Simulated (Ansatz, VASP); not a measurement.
**One calculation of Al5InAs6, two programs**

INCAR

```
  PREC = Accurate
  ENCUT = 520
  EDIFF = 1E-7
  ISMEAR = 0
  SIGMA = 0.1
  LREAL = F
  LASPH = T
  NELM = 100
  ALGO = Normal
  ISIF = 2
  LWAVE = F
  LCHARG = T
  GGA = PE
  LELF = T
  LVHAR = T
  NBANDS = 41
```

KPOINTS

```
Automatic mesh
0
Gamma
  3 3 4
```

File POSCAR:

```
Al5InAs6
1.0
    7.0865127000      0.0000000000      0.0000000000
   -3.5432563000      6.1371000000      0.0000000000
    0.0000000000      0.0000000000      6.7247279000
Al In As
5 1 6
Direct
    0.3383250000      0.3383250000      0.0002950000
    0.0000000000      0.6616750000      0.0002950000
    0.6616750000      0.0000000000      0.0002950000
    0.6666667000      0.3333333000      0.5008870000
    0.3333333000      0.6666667000      0.5008870000
    0.0000000000      0.0000000000      0.5018170000
    0.3527930000      0.3527930000      0.3697590000
    0.0000000000      0.6472070000      0.3697590000
    0.6472070000      0.0000000000      0.3697590000
    0.6666667000      0.3333333000      0.8718450000
    0.3333333000      0.6666667000      0.8718450000
    0.0000000000      0.0000000000      0.8985550000
```

Input for Ansatz:

```yaml
crystal:
  lattice:
    - [7.0865127, 0.0, 0.0]
    - [-3.5432563, 6.1371, 0.0]
    - [0.0, 0.0, 6.7247279]
  atoms:
    - { symbol: Al, position: [0.338325, 0.338325, 0.000295] }
    - { symbol: Al, position: [0.0, 0.661675, 0.000295] }
    - { symbol: Al, position: [0.661675, 0.0, 0.000295] }
    - { symbol: Al, position: [0.6666667, 0.3333333, 0.500887] }
    - { symbol: Al, position: [0.3333333, 0.6666667, 0.500887] }
    - { symbol: In, position: [0.0, 0.0, 0.501817] }
    - { symbol: As, position: [0.352793, 0.352793, 0.369759] }
    - { symbol: As, position: [0.0, 0.647207, 0.369759] }
    - { symbol: As, position: [0.647207, 0.0, 0.369759] }
    - { symbol: As, position: [0.6666667, 0.3333333, 0.871845] }
    - { symbol: As, position: [0.3333333, 0.6666667, 0.871845] }
    - { symbol: As, position: [0.0, 0.0, 0.898555] }
basis:
  ecutwfc: 420
kpoints:
  mp_grid: { grid: [3, 3, 4] }
hamiltonian:
  xc: pbe
scf:
  occupations: { method: gaussian, width: 0.1 }
  lower_state_search: "off"
output:
  forces: true
  stress: true
  eigenvalues: true
```

Alike in both runs: task single point; functional PBE; k mesh 3 × 3 × 4; occupations gaussian, width 0.1 eV; no spin polarisation.

|  | VASP | Ansatz |
| --- | --- | --- |
| version | VASP 6.6.1 | Ansatz 0.2.0 |
| potentials or method | VASP PAW PBE potentials, release 64 (Al, In_d, As), cutoff 520 eV | scalar-relativistic, plane waves, PAW |
| valence electrons in the cell | 58 | 118 |

```csv
,VASP,Ansatz,Ansatz less VASP
gap on the k mesh at the Fermi level (eV),1.35,1.35,-0.004
least direct gap on the mesh (eV),1.35,1.35,-0.004
pressure (GPa),0.1,0.0,-0.13
```

VASP's potentials hold 58 valence electrons a cell and Ansatz's 118, so a difference there can come from the potentials and not from the codes.
